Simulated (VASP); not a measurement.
# ScAgTe2 (Pmmn) in VASP: single point with r2SCAN+rVV10

Aim: the single point of ScAgTe2 with r2SCAN+rVV10.

All numbers are computed with VASP 6.6.1; they aren't measurements. Logs are shortened: lines on timing, memory, paths and dates and some standing lists are left out, and cuts for length are marked.

## (1) The cell of the first run

It takes space group Pmmn (No. 59, orthorhombic). The conventional cell has a = 4.173 Å, b = 5.783 Å, c = 8.752 Å, α = 90.00°, β = 90.00°, γ = 90.00°. Within 3.8 Å of Ag (site symmetry mm2) lie 6 Te at 2.90 to 3.13 Å. Te (site symmetry mm2) has 2 Sc at 2.88 Å and 4 Ag at 2.90 to 3.13 Å within 3.8 Å. Within 4.4 Å of Te (site symmetry mm2) lie 4 Sc at 2.94 to 2.99 Å and 2 Ag at 3.09 Å and 11 Te at 3.92 to 4.35 Å. Sc (site symmetry mm2) has 6 Te at 2.88 to 2.99 Å within 3.8 Å.

## (2) Single point, r2SCAN+rVV10

Input file POSCAR:

```
ScAgTe2
1.0
    4.1731191628      0.0000000000      0.0000000000
    0.0000000000      5.7832370031      0.0000000000
    0.0000000000      0.0000000000      8.7517338814
Ag Te Sc
2 4 2
Direct
    0.0000000000      0.0000000000      0.8542669430
    0.5000000000      0.5000000000      0.1457330570
    0.0000000000      0.5000000000      0.8787510974
    0.5000000000      0.0000000000      0.1212489026
    0.0000000000      0.5000000000      0.4064901739
    0.5000000000      0.0000000000      0.5935098261
    0.0000000000      0.0000000000      0.3486337075
    0.5000000000      0.5000000000      0.6513662925
```

Input file INCAR.step1:

```
ALGO = Normal ; EDIFF = 1E-4
ENCUT = 520 ; GGA = PE
ISMEAR = -1 ; LASPH = True
LCHARG = False ; LREAL = False
LWAVE = True ; NBANDS = 44
NELM = 80 ; PREC = Accurate
SIGMA = 0.03
```

Input file INCAR.step2:

```
ALGO = Normal ; BPARAM = 11.95
CPARAM = 0.0093 ; EDIFF = 1E-6
ENCUT = 520 ; ISIF = 2
ISMEAR = -1 ; ISTART = 1
IVDW_NL = 2 ; LASPH = True
LCHARG = True ; LELF = True
LMIXTAU = True ; LREAL = False
LUSE_VDW = True ; LVHAR = True
LWAVE = False ; METAGGA = R2SCAN
NBANDS = 44 ; NELM = 80
PREC = Accurate ; SIGMA = 0.03
```

Input file KPOINTS:

```
k-points
0
Gamma
  6 4 4
```

Potentials or basis: VASP PAW PBE potentials, release 64 (Ag, Te, Sc_sv).

The run is started by

```console
$ cat potpaw_PBE.64/Ag/POTCAR potpaw_PBE.64/Te/POTCAR potpaw_PBE.64/Sc_sv/POTCAR > POTCAR
$ cp INCAR.step1 INCAR
$ mpirun -np 1 vasp_std > vasp.out
$ cp INCAR.step2 INCAR
$ mpirun -np 1 vasp_std > vasp.out
```

OUTCAR:

```text
BPARAM = 11.95
   EDIFF = 1E-6
   ENCUT = 520
   ISIF = 2
   ISMEAR = -1
   ISTART = 1
   IVDW_NL = 2
   LASPH = True
   LREAL = False
   METAGGA = R2SCAN
   NELM = 80
   PREC = Accurate

 ion  position               nearest neighbor table
   1  0.000  0.000  0.854-   3 2.90   3 2.90   6 3.09   6 3.09   4 3.13   4 3.13
   2  0.500  0.500  0.146-   4 2.90   4 2.90   5 3.09   5 3.09   3 3.13   3 3.13
   3  0.000  0.500  0.879-   8 2.88   8 2.88   1 2.90   1 2.90   2 3.13   2 3.13
   4  0.500  0.000  0.121-   7 2.88   7 2.88   2 2.90   2 2.90   1 3.13   1 3.13
   5  0.000  0.500  0.406-   7 2.94   7 2.94   8 2.99   8 2.99   2 3.09   2 3.09
   6  0.500  0.000  0.594-   8 2.94   8 2.94   7 2.99   7 2.99   1 3.09   1 3.09
   7  0.000  0.000  0.349-   4 2.88   4 2.88   5 2.94   5 2.94   6 2.99   6 2.99
   8  0.500  0.500  0.651-   3 2.88   3 2.88   6 2.94   6 2.94   5 2.99   5 2.99

  LATTYP: Found a simple orthorhombic cell.
 ALAT       =     4.1731191628
 B/A-ratio  =     1.3858307845
 C/A-ratio  =     2.0971684584

  Lattice vectors:

 A1 = (   4.1731191628,   0.0000000000,   0.0000000000)
 A2 = (   0.0000000000,   5.7832370031,   0.0000000000)
 A3 = (   0.0000000000,   0.0000000000,   8.7517338814)

Analysis of symmetry for initial positions (statically):
=====================================================================
 Subroutine PRICEL returns:
 Original cell was already a primitive cell.

 Routine SETGRP: Setting up the symmetry group for a
 simple orthorhombic supercell.

 Subroutine GETGRP returns: Found  8 space group operations
 (whereof  4 operations were pure point group operations)
 out of a pool of  8 trial point group operations.

The static configuration has the point symmetry C_2v.
 The point group associated with its full space group is D_2h.

Analysis of symmetry for dynamics (positions and initial velocities):
=====================================================================
 Subroutine PRICEL returns:
 Original cell was already a primitive cell.

 Routine SETGRP: Setting up the symmetry group for a
 simple orthorhombic supercell.

 Subroutine GETGRP returns: Found  8 space group operations
 (whereof  4 operations were pure point group operations)
 out of a pool of  8 trial point group operations.

The dynamic configuration has the point symmetry C_2v.
 The point group associated with its full space group is D_2h.

 Subroutine INISYM returns: Found  8 space group operations
 (whereof  4 operations are pure point group operations),
 and found     1 'primitive' translations

----------------------------------------------------------------------------------------

[... 110 lines left out ...]
   ISIF   =      2    stress and relaxation
   ISYM   =      2    0-nonsym 1-usesym 2-fastsym
   POTIM  = 0.5000    time-step for ionic-motion
   TEBEG  =    0.0;   TEEND  =   0.0 temperature during run
   PSTRESS=    0.0 pullay stress
   NELECT =      68.0000    total number of electrons
   NUPDOWN=      -1.0000    fix difference up-down
   EMIN   =  10.00;   EMAX   =-10.00  energy-range for DOS
   EFERMI =   0.00;   METHOD = LEGACY
   ISMEAR =    -1;   SIGMA  =   0.03  broadening in eV -4-tet -1-fermi 0-gaus
   EFERMI_NEDOS =   21; number of points for ismear=-14 and -15
   IALGO  =     38    algorithm
   IMIX   =      4    mixing-type and parameters
     AMIX     =   0.40;   BMIX     =  1.00
     AMIX_MAG =   1.60;   BMIX_MAG =  1.00
  volume/ion in A,a.u.               =      26.40       178.17
  Fermi-wavevector in a.u.,A,eV,Ry     =   1.122025  2.120320 17.128918  1.258940
  Thomas-Fermi vector in A             =   2.258682
   LORBIT       =      0    0 simple, 1 ext, 2 COOP (PROOUT), +10 PAW based schemes
   METAGGA = R2SCAN    functional components
   LHFCALC =     F    Hartree Fock is set to
   AEXX    =    0.0000 exact exchange contribution
   IVDW_NL    =     2    kernel type
   BPARAM     =11.9500
   IVDW    =     0    specifies the selected vdW correction
   LEPSILON=     F    determine dielectric tensor
   LRPA    =     F    only Hartree local field effects (RPA)
 non-spin polarized calculation
  energy-cutoff  :      520.00
  volume of cell :      211.22
 maximum number of plane-waves:      5716
 NGX is ok and might be reduce to    32
   NGX = 15   NGY = 21   NGZ = 33

 number of electron      68.0000002 magnetization

 Free energy of the ion-electron system (eV)
  ---------------------------------------------------
  ext. energy  EPLUGINS =         0.00000000
  ---------------------------------------------------
  free energy    TOTEN  =      -172.13579038 eV

  energy without entropy =     -172.13571651  energy(sigma->0) =     -172.13575345

 E-fermi :   6.3574     XC(G=0): -10.4115

 val. band max:        6.1982819971   @ k =   0.0000   0.5000   0.5000
 cond. band min:       6.4956383746   @ k =   0.0000   0.0000   0.0000
 fundamental gap:      0.2973563775
 Fermi energy:         6.3574022637

 k-point     1 :       0.0000    0.0000    0.0000
  band No.  band energies     occupation
      1     -46.5598      2.00000
      2     -46.5590      2.00000
      3     -24.2601      2.00000
      4     -24.2529      2.00000
      5     -24.1809      2.00000
      6     -24.1753      2.00000
[... 1117 lines left out ...]
     43       9.0347      0.00000
     44       9.0347      0.00000

 [... further k-points ...]
[... 5 lines left out ...]
  --------------------------------------------------------------------------------------
  -------------------------------------------------------------------------------------
  Total        0.4171543      0.4417728      0.3758014      0.0000000      0.0000000      0.0000000
  in kB        3.1643278      3.3510712      2.8506444      0.0000000      0.0000000      0.0000000
  external PRESSURE =       3.1220145 kB  Pullay stress =       0.0000000 kB

 VOLUME and BASIS-vectors are now :
 -----------------------------------------------------------------------------
  energy-cutoff  :      520.00
  volume of cell :      211.22
      direct lattice vectors                 reciprocal lattice vectors
     4.173119163  0.000000000  0.000000000     0.239628911  0.000000000  0.000000000
     0.000000000  5.783237003  0.000000000     0.000000000  0.172913543  0.000000000
     0.000000000  0.000000000  8.751733881     0.000000000  0.000000000  0.114263072

 POSITION                                       TOTAL-FORCE (eV/Angst)
 -----------------------------------------------------------------------------------
      0.00000      0.00000      7.47632         0.000000      0.000000     -0.004498
      2.08656      2.89162      1.27542         0.000000      0.000000      0.004498
      0.00000      2.89162      7.69060         0.000000      0.000000      0.036742
      2.08656      0.00000      1.06114         0.000000      0.000000     -0.036742
      0.00000      2.89162      3.55749         0.000000      0.000000     -0.014342
      2.08656      0.00000      5.19424         0.000000      0.000000      0.014342
      0.00000      0.00000      3.05115         0.000000      0.000000      0.012316
      2.08656      2.89162      5.70058         0.000000      0.000000     -0.012316
 -----------------------------------------------------------------------------------
    total drift:                                0.000000      0.000000      0.000000

  FREE ENERGIE OF THE ION-ELECTRON SYSTEM (eV)
  ---------------------------------------------------
  free  energy   TOTEN  =      -172.1357903845 eV

  energy  without entropy=     -172.1357165101  energy(sigma->0) =     -172.13575345
```

OSZICAR.step1:

```text
N       E                     dE             d eps       ncg     rms          rms(c)
DAV:   1     0.779771973365E+03    0.77977E+03   -0.28537E+04  3176   0.142E+03
DAV:   2     0.561413037220E+02   -0.72363E+03   -0.70643E+03  3192   0.435E+02
DAV:   3    -0.353006419117E+02   -0.91442E+02   -0.87328E+02  5200   0.141E+02
DAV:   4    -0.398696496087E+02   -0.45690E+01   -0.45411E+01  5144   0.342E+01
DAV:   5    -0.399330075437E+02   -0.63358E-01   -0.63235E-01  4976   0.474E+00    0.131E+01
DAV:   6    -0.362259142733E+02    0.37071E+01   -0.13221E+01  5344   0.252E+01    0.753E+00
DAV:   7    -0.361993509424E+02    0.26563E-01   -0.10391E+00  4780   0.573E+00    0.434E+00
DAV:   8    -0.361821966860E+02    0.17154E-01   -0.15333E-01  4872   0.252E+00    0.177E+00
DAV:   9    -0.361819472974E+02    0.24939E-03   -0.42413E-02  4784   0.154E+00    0.495E-01
DAV:  10    -0.361807663536E+02    0.11809E-02   -0.13907E-02  5056   0.944E-01    0.254E-01
DAV:  11    -0.361807126267E+02    0.53727E-04   -0.14333E-03  4340   0.296E-01    0.104E-01
DAV:  12    -0.361807334707E+02   -0.20844E-04   -0.12198E-04  2160   0.102E-01
   1 F= -.36180733E+02 E0= -.36180236E+02  d E =-.994854E-03
```

Run time: 14 min. Hardware: 1 thread of Intel Xeon Platinum 8559C (Emerald Rapids), shared host; peak memory 0.91 GiB.

Results:

```yaml
Free_energy: -172.1358 eV
Pressure: 0.3 GPa
Largest_force: 0.037 eV/Å
Band_gap_on_the_k_mesh: 0.30 eV (least direct gap 0.81 eV)
```

Forces in eV/Å, atoms in the order of the input:
```
Ag   0.000  0.000 -0.004
Ag   0.000  0.000  0.004
Te   0.000  0.000  0.037
Te   0.000  0.000 -0.037
Te   0.000  0.000 -0.014
Te   0.000  0.000  0.014
Sc   0.000  0.000  0.012
Sc   0.000  0.000 -0.012
```

Levels at points of the mesh, in eV from the valence-band top:
| k point | band 32 | band 33 | band 34 | band 35 | band 36 | band 37 |
| --- | --- | --- | --- | --- | --- | --- |
| (0.00, 0.00, 0.00) | -1.05 | -0.95 | -0.51 | 0.30 | 0.94 | 0.96 |
| (0.50, 0.00, 0.00) | -2.28 | -1.55 | -1.55 | 0.84 | 0.84 | 0.84 |
| (0.00, 0.50, 0.00) | -1.44 | -1.04 | -1.04 | 0.85 | 0.85 | 1.63 |
| (0.50, 0.50, 0.00) | -1.37 | -1.31 | -1.31 | 1.17 | 1.17 | 1.46 |
| (0.00, 0.00, 0.50) | -1.22 | -1.15 | -0.22 | 0.69 | 0.87 | 0.93 |
| (0.50, 0.00, 0.50) | -2.44 | -1.76 | -1.76 | 0.98 | 0.98 | 1.35 |
| (0.00, 0.50, 0.50) | -0.94 | 0.00 | 0.00 | 0.85 | 0.85 | 1.50 |
| (0.50, 0.50, 0.50) | -1.77 | -0.88 | -0.88 | 1.12 | 1.12 | 1.28 |

Caveat: semilocal functionals underestimate gaps, and a narrow one can read as zero; the PAW data sets were made with another functional, which shifts forces and pressure a little; spin-orbit coupling is left out, which moves the levels of the heavy elements.
